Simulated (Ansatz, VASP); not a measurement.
# CdF2 in VASP and in Ansatz

```xyz
3
Lattice="0.6567 3.0591 3.0591 3.0591 0.6567 3.0591 3.0591 3.0591 0.6567" Properties=species:S:1:pos:R:3 pbc="T T T"
Cd    0.0000    0.0000    0.0000
F     1.6937    1.6937    1.6937
F     5.0812    5.0812    5.0812
```

Alike in both runs: task single point; functional PBEsol; k mesh 8 × 8 × 8; occupations gaussian, width 0.05 eV; no spin polarisation.

```csv
,VASP,Ansatz
version,VASP 6.6.1,Ansatz 0.2.0
potentials or method,"VASP PAW PBE potentials, release 64 (Cd_sv_GW, F), cutoff 700 eV","scalar-relativistic, plane waves, PAW"
valence electrons in the cell,34,34
```

VASP gave:

```
gap on the k mesh at the Fermi level (eV)                     : 3.16
least direct gap on the mesh (eV)                             : 3.31
pressure (GPa)                                                : 9.6
traceless stress, the component that is largest in VASP (GPa) : -3.29
rms of the force components (eV/Å)                            : 0.197
```

Estimate Ansatz's values.

gap on the k mesh at the Fermi level (eV): 3.18; least direct gap on the mesh (eV): 3.32; pressure (GPa): 9.8; traceless stress, the component that is largest in VASP (GPa): -3.19; rms of the force components (eV/Å): 0.194.

VASP's potentials were made for PBE, not for PBEsol. Atom by atom the forces differ by 0.004 eV/Å (rms over components).
